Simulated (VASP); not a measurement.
A run of VASP 6.6.1:

Contents of INCAR:

```
SYSTEM = La5H3
PREC     = Accurate       ! precision mode
ENCUT    = 520            ! plane-wave cutoff, eV
EDIFF    = 1E-6           ! SCF threshold, eV
ISMEAR   = 0              ! smearing method
SIGMA    = 0.1            ! smearing width, eV
LREAL    = .False.        ! projectors in reciprocal space
LASPH    = .True.         ! aspherical terms in the spheres
NELM     = 80             ! most SCF steps
ALGO     = Normal         ! electronic algorithm
ISIF     = 2              ! what is computed and relaxed
LWAVE    = .False.        ! write WAVECAR
LCHARG   = .False.        ! write CHGCAR
GGA      = PE             ! functional
NBANDS   = 39             ! bands
```

Contents of KPOINTS:

```
regular mesh
0
Gamma
  6 6 4
  0 0 0
```

The input POSCAR:

```
La5H3
1.0
    5.6562091490     -0.0000000031      0.0000000000
   -2.8281045718      4.8984208137      0.0000000000
    0.0000000000      0.0000000000      7.0724922147
La H
5 3
Direct
    0.3333333333      0.6666666667      0.7248734124
    0.3333333333      0.6666666667      0.2751265876
    0.6666666667      0.3333333333      0.2751265876
    0.6666666667      0.3333333333      0.7248734124
    0.0000000000      0.0000000000      0.0000000000
    0.5000000000      0.0000000000      0.0000000000
    0.0000000000      0.5000000000      0.0000000000
    0.5000000000      0.5000000000      0.0000000000
```

Potentials or basis: VASP PAW PBE potentials, release 64 (La, H).

Run with:

```bash
$ cat potpaw_PBE.64/La/POTCAR potpaw_PBE.64/H/POTCAR > POTCAR
$ mpirun -np 1 vasp_std > vasp.out
```

Hardware: 1 thread of Oxide Virtual Turin-like Processor, on a shared host.

**Question.** Estimate the wall time of this run.

**Answer.** It took 9.2 min on 1 thread of Oxide Virtual Turin-like Processor (shared host), peak memory 0.34 GiB. Counts: scf iterations 16, k points 21.
